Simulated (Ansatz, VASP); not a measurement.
Two plane-wave programs on MoS2

The input INCAR:

```
SYSTEM = MoS2
PREC = Accurate
ENCUT = 520
EDIFF = 1E-6
ISMEAR = 0
SIGMA = 0.02
LREAL = .False.
LASPH = .True.
NELM = 60
ALGO = Normal
ISIF = 2
LWAVE = .False.
LCHARG = .False.
GGA = PS
IBRION = 2
NSW = 60
EDIFFG = -0.008
```

File KPOINTS:

```
regular mesh
0
Gamma
  12 12 2
  0 0 0
```

Contents of POSCAR:

```
MoS2
1.0
    3.1413882571      0.0000000000      0.0000000000
   -1.5706941286      2.7205220338      0.0000000000
    0.0000000000      0.0000000000     12.0816851324
Mo S
2 4
Direct
    0.6666666667      0.3333333333      0.2500000000
    0.3333333333      0.6666666667      0.7500000000
    0.6666666667      0.3333333333      0.6236757700
    0.3333333333      0.6666666667      0.3763242300
    0.6666666667      0.3333333333      0.8763242300
    0.3333333333      0.6666666667      0.1236757700
```

Input for Ansatz:

```yaml
crystal:
  lattice:
    - [3.1413882571, 0.0, 0.0]
    - [-1.5706941286, 2.7205220338, 0.0]
    - [0.0, 0.0, 12.0816851324]
  atoms:
    - { symbol: Mo, position: [0.6666666667, 0.3333333333, 0.25] }
    - { symbol: Mo, position: [0.3333333333, 0.6666666667, 0.75] }
    - { symbol: S, position: [0.6666666667, 0.3333333333, 0.62367577] }
    - { symbol: S, position: [0.3333333333, 0.6666666667, 0.37632423] }
    - { symbol: S, position: [0.6666666667, 0.3333333333, 0.87632423] }
    - { symbol: S, position: [0.3333333333, 0.6666666667, 0.12367577] }
basis:
  ecutwfc: 420
kpoints:
  mp_grid: { grid: [12, 12, 2] }
hamiltonian:
  xc: pbesol
scf:
  occupations: { method: gaussian, width: 0.02 }
output:
  forces: true
  stress: true
  eigenvalues: true
relax:
  adjacent_minimum: "off"
  f_tol: 0.008
  max_steps: 40
```

Change from the starting cell: strain along c alone, the other axes held, atoms relaxed: -4.0 %.

Alike in both runs: task relaxation of the atoms; functional PBEsol; k mesh 12 × 12 × 2; occupations gaussian, width 0.02 eV; no spin polarisation.

|  | VASP | Ansatz |
| --- | --- | --- |
| version | VASP 6.6.1 | Ansatz 0.2.0 |
| potentials or method | VASP PAW PBE potentials, release 64 (Mo_sv, S), cutoff 520 eV | scalar-relativistic, plane waves, PAW |
| valence electrons in the cell | 52 | 52 |

```tsv
	VASP	Ansatz	Ansatz less VASP
gap on the k mesh at the Fermi level, each at its own relaxed structure (eV)	0.76	0.75	-0.017
```

VASP's potentials were made for PBE, not for PBEsol. Ansatz's warnings: stress scf threshold loose.
